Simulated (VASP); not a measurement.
# W (Fm-3m) in VASP: further runs

The runs below take W through single point, with PBE.

Everything below comes from runs of VASP 6.6.1. Logs are shortened: lines on timing, memory, paths and dates and some standing lists are left out, and cuts for length are marked.

## Step 1: The cell of the first run

It takes space group Fm-3m (No. 225, cubic). The conventional cell has a = 4.060 Å, b = 4.060 Å, c = 4.060 Å, α = 90.00°, β = 90.00°, γ = 90.00°. W (site symmetry m-3m) has 12 W at 2.87 Å within 3.8 Å.

This isn't the form of W at room conditions, which is bcc.

## Step 2: Single point, PBE

INCAR reads:

```
  PREC = Accurate
  ENCUT = 500
  EDIFF = 1E-6
  ISMEAR = 0
  SIGMA = 0.05
  LREAL = False
  LASPH = True
  NELM = 120
  ALGO = Normal
  ISIF = 2
  LWAVE = False
  LCHARG = False
  GGA = PE
  NBANDS = 13
  GGA_COMPAT = False
```

KPOINTS reads:

```
Automatic mesh
0
Gamma
  21 21 21
```

POSCAR reads:

```
W
1.0
    0.0000000000      2.0300000000      2.0300000000
    2.0300000000      0.0000000000      2.0300000000
    2.0300000000      2.0300000000      0.0000000000
W
1
Direct
    0.0000000000      0.0000000000      0.0000000000
```

Potentials or basis: VASP PAW PBE potentials, release 64 (W_sv).

Run with:

```bash
> cat potpaw_PBE.64/W_sv/POTCAR > POTCAR
> mpirun -np 1 vasp_std > vasp.out
```

OUTCAR:

```text
PREC = Accurate
   ENCUT = 500
   EDIFF = 1E-6
   ISMEAR = 0
   LREAL = False
   LASPH = True
   NELM = 120
   ISIF = 2
   GGA = PE

 ion  position               nearest neighbor table
   1  0.000  0.000  0.000-

  LATTYP: Found a face centered cubic cell.
 ALAT       =     4.0600000000

  Lattice vectors:

 A1 = (   0.0000000000,   2.0300000000,   2.0300000000)
 A2 = (   2.0300000000,   0.0000000000,   2.0300000000)
 A3 = (   2.0300000000,   2.0300000000,   0.0000000000)

Analysis of symmetry for initial positions (statically):
=====================================================================
 Subroutine PRICEL returns:
 Original cell was already a primitive cell.

 Routine SETGRP: Setting up the symmetry group for a
 face centered cubic supercell.

 Subroutine GETGRP returns: Found 48 space group operations
 (whereof 48 operations were pure point group operations)
 out of a pool of 48 trial point group operations.

The static configuration has the point symmetry O_h .

Analysis of symmetry for dynamics (positions and initial velocities):
=====================================================================
 Subroutine PRICEL returns:
 Original cell was already a primitive cell.

 Routine SETGRP: Setting up the symmetry group for a
 face centered cubic supercell.

 Subroutine GETGRP returns: Found 48 space group operations
 (whereof 48 operations were pure point group operations)
 out of a pool of 48 trial point group operations.

The dynamic configuration has the point symmetry O_h .

 Subroutine INISYM returns: Found 48 space group operations
 (whereof 48 operations are pure point group operations),
 and found     1 'primitive' translations

----------------------------------------------------------------------------------------

                                     Primitive cell

  volume of cell :      16.7309

  direct lattice vectors                    reciprocal lattice vectors
     0.000000000  2.030000000  2.030000000    -0.246305419  0.246305419  0.246305419
     2.030000000  0.000000000  2.030000000     0.246305419 -0.246305419  0.246305419
     2.030000000  2.030000000  0.000000000     0.246305419  0.246305419 -0.246305419

  length of vectors
     2.870853532  2.870853532  2.870853532     0.426613499  0.426613499  0.426613499

  position of ions in fractional coordinates (direct lattice)
     0.000000000  0.000000000  0.000000000

  ion indices of the primitive-cell ions
   primitive index   ion index
                 1           1

----------------------------------------------------------------------------------------

 KPOINTS: Automatic mesh

Automatic generation of k-mesh.
 Grid dimensions read from file:
 generate k-points for:   21   21   21

 Generating k-lattice:

  Cartesian coordinates                     Fractional coordinates (reciprocal lattice)
    -0.011728829  0.011728829  0.011728829     0.047619048  0.000000000  0.000000000
     0.011728829 -0.011728829  0.011728829     0.000000000  0.047619048  0.000000000
     0.011728829  0.011728829 -0.011728829     0.000000000  0.000000000  0.047619048

  Length of vectors
     0.020314929  0.020314929  0.020314929

  Shift w.r.t. Gamma in fractional coordinates (k-lattice)
     0.000000000  0.000000000  0.000000000

 Subroutine IBZKPT returns following result:
 ===========================================

 Found    286 irreducible k-points:

 Following reciprocal coordinates:
            Coordinates               Weight
  0.000000  0.000000  0.000000      1.000000
  0.047619  0.000000  0.000000      8.000000
  0.095238  0.000000  0.000000      8.000000
  0.142857  0.000000  0.000000      8.000000
  0.190476  0.000000  0.000000      8.000000
  0.238095  0.000000  0.000000      8.000000
[... 16 lines left out ...]
 -0.428571  0.047619  0.000000     24.000000
 -0.380952  0.047619  0.000000     24.000000
 [... further k-points ...]
   k-points           NKPTS =    286   k-points in BZ     NKDIM =    286   number of bands    NBANDS=     13
   number of dos      NEDOS =    301   number of ions     NIONS =      1
   total plane-waves  NPLWV =  13824
   dimension x,y,z NGX =    24 NGY =   24 NGZ =   24
   dimension x,y,z NGXF=    48 NGYF=   48 NGZF=   48
   ions per type =               1
   NGX,Y,Z   is equivalent  to a cutoff of  13.90, 13.90, 13.90 a.u.
   NGXF,Y,Z  is equivalent  to a cutoff of  27.80, 27.80, 27.80 a.u.
 SYSTEM =  unknown system
   PREC   = accura    normal or accurate (medium, high low for compatibility)
   ISTART =      0    job   : 0-new  1-cont  2-samecut
   ICHARG =      2    charge: 1-file 2-atom 10-const
   ISPIN  =      1    spin polarized calculation?
   LNONCOLLINEAR =      F non collinear calculations
   LSORBIT =      F    spin-orbit coupling
   LASPH  =      T    aspherical Exc in radial PAW
   ENCUT  =  500.0 eV  36.75 Ry    6.06 a.u.   5.23  5.23  5.23*2*pi/ulx,y,z
   NELM   =    120;   NELMIN=  2; NELMDL= -5     # of ELM steps
   EDIFF  = 0.1E-05   stopping-criterion for ELM
   LREAL  =      F    real-space projection
   EDIFFG = 0.1E-04   stopping-criterion for IOM
   NSW    =      0    number of steps for IOM
   IBRION =     -1    ionic relax: 0-MD 1-quasi-New 2-CG
   NFREE  =      0    steps in history (QN), initial steepest desc. (CG)
   ISIF   =      2    stress and relaxation
   ISYM   =      2    0-nonsym 1-usesym 2-fastsym
   POTIM  = 0.5000    time-step for ionic-motion
   TEBEG  =    0.0;   TEEND  =   0.0 temperature during run
   PSTRESS=    0.0 pullay stress
   NELECT =      14.0000    total number of electrons
   NUPDOWN=      -1.0000    fix difference up-down
   EMIN   =  10.00;   EMAX   =-10.00  energy-range for DOS
   EFERMI =   0.00;   METHOD = LEGACY
   ISMEAR =     0;   SIGMA  =   0.05  broadening in eV -4-tet -1-fermi 0-gaus
   EFERMI_NEDOS =   21; number of points for ismear=-14 and -15
   IALGO  =     38    algorithm
   IMIX   =      4    mixing-type and parameters
     AMIX     =   0.40;   BMIX     =  1.00
     AMIX_MAG =   1.60;   BMIX_MAG =  1.00
  volume/ion in A,a.u.               =      16.73       112.91
  Fermi-wavevector in a.u.,A,eV,Ry     =   1.542688  2.915258 32.380324  2.379887
  Thomas-Fermi vector in A             =   2.648457
   LORBIT       =      0    0 simple, 1 ext, 2 COOP (PROOUT), +10 PAW based schemes
   GGA     = PE    functional components
   LHFCALC =     F    Hartree Fock is set to
   AEXX    =    0.0000 exact exchange contribution
   IVDW    =     0    specifies the selected vdW correction
   LEPSILON=     F    determine dielectric tensor
   LRPA    =     F    only Hartree local field effects (RPA)
 non-spin polarized calculation
 Gauss-broadening in eV      SIGMA  =   0.05
  energy-cutoff  :      500.00
  volume of cell :       16.73
 maximum number of plane-waves:       444
 NGX is ok and might be reduce to    24
   NGX = 11   NGY = 11   NGZ = 11

 number of electron      14.0000002 magnetization

 Free energy of the ion-electron system (eV)
  ---------------------------------------------------
  ext. energy  EPLUGINS =         0.00000000
  ---------------------------------------------------
  free energy    TOTEN  =       -12.46979382 eV

  energy without entropy =      -12.46849236  energy(sigma->0) =      -12.46914309

 E-fermi :  10.2097     XC(G=0): -13.3285

 val. band max:       10.2022633733   @ k =   0.1905   0.0952   0.0476
 cond. band min:      10.2145218571   @ k =   0.2381   0.2381   0.0000
 fundamental gap:      0.0122584839
 Fermi energy:        10.2097181831

 k-point     1 :       0.0000    0.0000    0.0000
  band No.  band energies     occupation
      1     -63.4862      2.00000
      2     -27.1404      2.00000
      3     -27.1404      2.00000
      4     -27.1404      2.00000
      5       1.3351      2.00000
      6       9.6917      2.00000
      7       9.6917      2.00000
      8       9.6917      2.00000
      9      12.7311      0.00000
     10      12.7311      0.00000
     11      22.9884      0.00000
     12      28.1113      0.00000
     13      28.1113      0.00000

 k-point     2 :       0.0476    0.0000    0.0000
  band No.  band energies     occupation
      1     -63.4841      2.00000
      2     -27.1659      2.00000
      3     -27.1437      2.00000
      4     -27.1437      2.00000
      5       1.4330      2.00000
      6       9.6148      2.00000
      7       9.7380      2.00000
      8       9.7380      2.00000
      9      12.6884      0.00000
     10      12.6884      0.00000
     11      23.1866      0.00000
     12      27.6427      0.00000
     13      28.2945      0.00000

 k-point     3 :       0.0952    0.0000    0.0000
  band No.  band energies     occupation
      1     -63.4779      2.00000
      2     -27.2395      2.00000
      3     -27.1532      2.00000
      4     -27.1532      2.00000
      5       1.7192      2.00000
      6       9.4078      2.00000
      7       9.8640      2.00000
      8       9.8640      2.00000
      9      12.5834      0.00000
     10      12.5834      0.00000
     11      23.7389      0.00000
     12      26.6794      0.00000
     13      28.8306      0.00000
[... 305 lines left out ...]
 k-point    23 :      -0.4286    0.0476    0.0000
  band No.  band energies     occupation
      1     -63.3910      2.00000
      2     -28.1754      2.00000
      3     -27.3030      2.00000
      4     -27.2802      2.00000
      5       4.7985      2.00000
      6       9.4034      2.00000
      7       9.5851      2.00000
      8      10.3896      0.00000
      9      14.7444      0.00000
     10      15.2777      0.00000
     11      20.4906      0.00000
     12      23.1298      0.00000
     13      28.7368      0.00000

 k-point    24 :      -0.3810    0.0476    0.0000
  band No.  band energies     occupation
      1     -63.3979      2.00000
      2     -28.1043      2.00000
      3     -27.2963      2.00000
      4     -27.2662      2.00000
      5       4.7298      2.00000
      6       9.5111      2.00000
      7       9.6852      2.00000
      8       9.8144      2.00000
      9      14.2042      0.00000
     10      14.9265      0.00000
     11      21.1199      0.00000
     12      23.9116      0.00000
     13      29.4010      0.00000

 [... further k-points ...]
[... 5 lines left out ...]
  --------------------------------------------------------------------------------------
  -------------------------------------------------------------------------------------
  Total       -0.4465612     -0.4465612     -0.4465612      0.0000000      0.0000000      0.0000000
  in kB      -42.7635174    -42.7635174    -42.7635174      0.0000000      0.0000000      0.0000000
  external PRESSURE =     -42.7635174 kB  Pullay stress =       0.0000000 kB

 VOLUME and BASIS-vectors are now :
 -----------------------------------------------------------------------------
  energy-cutoff  :      500.00
  volume of cell :       16.73
      direct lattice vectors                 reciprocal lattice vectors
     0.000000000  2.030000000  2.030000000    -0.246305419  0.246305419  0.246305419
     2.030000000  0.000000000  2.030000000     0.246305419 -0.246305419  0.246305419
     2.030000000  2.030000000  0.000000000     0.246305419  0.246305419 -0.246305419

 POSITION                                       TOTAL-FORCE (eV/Angst)
 -----------------------------------------------------------------------------------
      0.00000      0.00000      0.00000         0.000000      0.000000      0.000000
 -----------------------------------------------------------------------------------
    total drift:                               -0.000000      0.000000      0.000000

  FREE ENERGIE OF THE ION-ELECTRON SYSTEM (eV)
  ---------------------------------------------------
  free  energy   TOTEN  =       -12.4697938167 eV

  energy  without entropy=      -12.4684923564  energy(sigma->0) =      -12.46914309
```

Wall time 27 s (1 thread of Intel Xeon Platinum 8375C at 2.90GHz (Ice Lake), shared host); peak memory 0.18 GiB.

What came out:

- Free energy: -12.4698 eV
- Pressure: -4.3 GPa
- Band gap on the k mesh: zero (bands 7 and 8 overlap by 3.38 eV)

Levels at points of the mesh, in eV from the Fermi level:
```
           k point  band 5  band 6  band 7  band 8  band 9  band 10
(0.00, 0.00, 0.00)   -8.87   -0.52   -0.52   -0.52    2.52     2.52
```

Caveat: the cell stands under tension; spin-orbit coupling is left out, which moves the levels of the heavy elements.

## Step 3: Single point, PBE

This run uses another cell than the first one, of 17.23 Å³/atom.

INCAR reads:

```
SYSTEM = W
ALGO = Normal
EDIFF = 1E-6
ENCUT = 500
GGA = PE
GGA_COMPAT = .False.
ISIF = 2
ISMEAR = 0
LASPH = .True.
LCHARG = .False.
LREAL = .False.
LWAVE = .False.
NBANDS = 13
NELM = 120
PREC = Accurate
SIGMA = 0.05
```

KPOINTS reads:

```
k-points
0
Gamma
  21 21 21
  0 0 0
```

POSCAR reads:

```
W
1.0
    0.0000000000      2.0501003171      2.0501003171
    2.0501003171      0.0000000000      2.0501003171
    2.0501003171      2.0501003171      0.0000000000
W
1
Direct
    0.0000000000      0.0000000000      0.0000000000
```

Potentials or basis: VASP PAW PBE potentials, release 64 (W_sv).

Run with:

```bash
> cat potpaw_PBE.64/W_sv/POTCAR > POTCAR
> mpirun -np 1 vasp_std > vasp.out
```

OUTCAR:

```text
SYSTEM = W
   EDIFF = 1E-6
   ENCUT = 500
   GGA = PE
   ISIF = 2
   ISMEAR = 0
   LASPH = .True.
   LREAL = .False.
   NELM = 120
   PREC = Accurate

 ion  position               nearest neighbor table
   1  0.000  0.000  0.000-

  LATTYP: Found a face centered cubic cell.
 ALAT       =     4.1002006342

  Lattice vectors:

 A1 = (   0.0000000000,   2.0501003171,   2.0501003171)
 A2 = (   2.0501003171,   0.0000000000,   2.0501003171)
 A3 = (   2.0501003171,   2.0501003171,   0.0000000000)

Analysis of symmetry for initial positions (statically):
=====================================================================
 Subroutine PRICEL returns:
 Original cell was already a primitive cell.

 Routine SETGRP: Setting up the symmetry group for a
 face centered cubic supercell.

 Subroutine GETGRP returns: Found 48 space group operations
 (whereof 48 operations were pure point group operations)
 out of a pool of 48 trial point group operations.

The static configuration has the point symmetry O_h .

Analysis of symmetry for dynamics (positions and initial velocities):
=====================================================================
 Subroutine PRICEL returns:
 Original cell was already a primitive cell.

 Routine SETGRP: Setting up the symmetry group for a
 face centered cubic supercell.

 Subroutine GETGRP returns: Found 48 space group operations
 (whereof 48 operations were pure point group operations)
 out of a pool of 48 trial point group operations.

The dynamic configuration has the point symmetry O_h .

 Subroutine INISYM returns: Found 48 space group operations
 (whereof 48 operations are pure point group operations),
 and found     1 'primitive' translations

----------------------------------------------------------------------------------------

                                     Primitive cell

  volume of cell :      17.2328

[... 108 lines left out ...]
  Fermi-wavevector in a.u.,A,eV,Ry     =   1.527563  2.886675 31.748488  2.333448
  Thomas-Fermi vector in A             =   2.635442
   LORBIT       =      0    0 simple, 1 ext, 2 COOP (PROOUT), +10 PAW based schemes
   GGA     = PE    functional components
   LHFCALC =     F    Hartree Fock is set to
   AEXX    =    0.0000 exact exchange contribution
   IVDW    =     0    specifies the selected vdW correction
   LEPSILON=     F    determine dielectric tensor
   LRPA    =     F    only Hartree local field effects (RPA)
 non-spin polarized calculation
 Gauss-broadening in eV      SIGMA  =   0.05
  energy-cutoff  :      500.00
  volume of cell :       17.23
 maximum number of plane-waves:       452
 NGX is ok and might be reduce to    24
   NGX = 11   NGY = 11   NGZ = 11

 number of electron      13.9999999 magnetization

 Free energy of the ion-electron system (eV)
  ---------------------------------------------------
  ext. energy  EPLUGINS =         0.00000000
  ---------------------------------------------------
  free energy    TOTEN  =       -12.44453019 eV

  energy without entropy =      -12.44304437  energy(sigma->0) =      -12.44378728

 E-fermi :   9.8259     XC(G=0): -13.1649

 val. band max:        9.8217614229   @ k =   0.1905   0.0952   0.0476
 cond. band min:       9.8339312715   @ k =   0.2381   0.2381   0.0000
 fundamental gap:      0.0121698486
 Fermi energy:         9.8259389936

 k-point     1 :       0.0000    0.0000    0.0000
  band No.  band energies     occupation
      1     -63.9376      2.00000
      2     -27.6251      2.00000
      3     -27.6251      2.00000
      4     -27.6251      2.00000
      5       1.0961      2.00000
      6       9.3304      2.00000
      7       9.3304      2.00000
      8       9.3304      2.00000
      9      12.2429      0.00000
     10      12.2429      0.00000
     11      22.5524      0.00000
     12      27.5317      0.00000
     13      27.5317      0.00000
[... 354 lines left out ...]
  band No.  band energies     occupation
      1     -63.8606      2.00000
      2     -28.4956      2.00000
      3     -27.7666      2.00000
      4     -27.7395      2.00000
      5       4.4717      2.00000
      6       9.1509      2.00000
      7       9.3294      2.00000
      8       9.3934      2.00000
      9      13.6593      0.00000
     10      14.3455      0.00000
     11      20.4192      0.00000
     12      23.3154      0.00000
     13      28.6350      0.00000

 [... further k-points ...]
[... 5 lines left out ...]
  --------------------------------------------------------------------------------------
  -------------------------------------------------------------------------------------
  Total       -1.2724471     -1.2724471     -1.2724471     -0.0000000      0.0000000      0.0000000
  in kB     -118.3027852   -118.3027852   -118.3027852     -0.0000000      0.0000000      0.0000000
  external PRESSURE =    -118.3027852 kB  Pullay stress =       0.0000000 kB

 VOLUME and BASIS-vectors are now :
 -----------------------------------------------------------------------------
  energy-cutoff  :      500.00
  volume of cell :       17.23
      direct lattice vectors                 reciprocal lattice vectors
     0.000000000  2.050100317  2.050100317    -0.243890504  0.243890504  0.243890504
     2.050100317  0.000000000  2.050100317     0.243890504 -0.243890504  0.243890504
     2.050100317  2.050100317  0.000000000     0.243890504  0.243890504 -0.243890504

 POSITION                                       TOTAL-FORCE (eV/Angst)
 -----------------------------------------------------------------------------------
      0.00000      0.00000      0.00000        -0.000000     -0.000000     -0.000000
 -----------------------------------------------------------------------------------
    total drift:                               -0.000000      0.000000     -0.000000

  FREE ENERGIE OF THE ION-ELECTRON SYSTEM (eV)
  ---------------------------------------------------
  free  energy   TOTEN  =       -12.4445301865 eV

  energy  without entropy=      -12.4430443733  energy(sigma->0) =      -12.44378728
```

stdout:

```text
POSCAR found type information on POSCAR W
 POSCAR found :  1 types and       1 ions
 scaLAPACK will be used
 LDA part: xc-table for (Slater+PW92), standard interpolation
 POSCAR, INCAR and KPOINTS ok, starting setup
 FFT: planning ... GRIDC
 FFT: planning ... GRID_SOFT
 FFT: planning ... GRID
 WAVECAR not read
 entering main loop
```

Wall time 28 s (1 thread of Intel Xeon Platinum 8375C at 2.90GHz (Ice Lake), shared host); peak memory 0.18 GiB.

Results:

```yaml
Free_energy: -12.4445 eV
Pressure: -11.8 GPa
Band_gap_on_the_k_mesh: zero (bands 7 and 8 overlap by 3.19 eV)
```

Levels at points of the mesh, in eV from the Fermi level:
```
           k point  band 4  band 5  band 6  band 7  band 8  band 9  band 10  band 11
(0.00, 0.00, 0.00)  -37.45   -8.73   -0.50   -0.50   -0.50    2.42     2.42    12.73
```

Caveat: the cell stands under tension; spin-orbit coupling is left out, which moves the levels of the heavy elements.
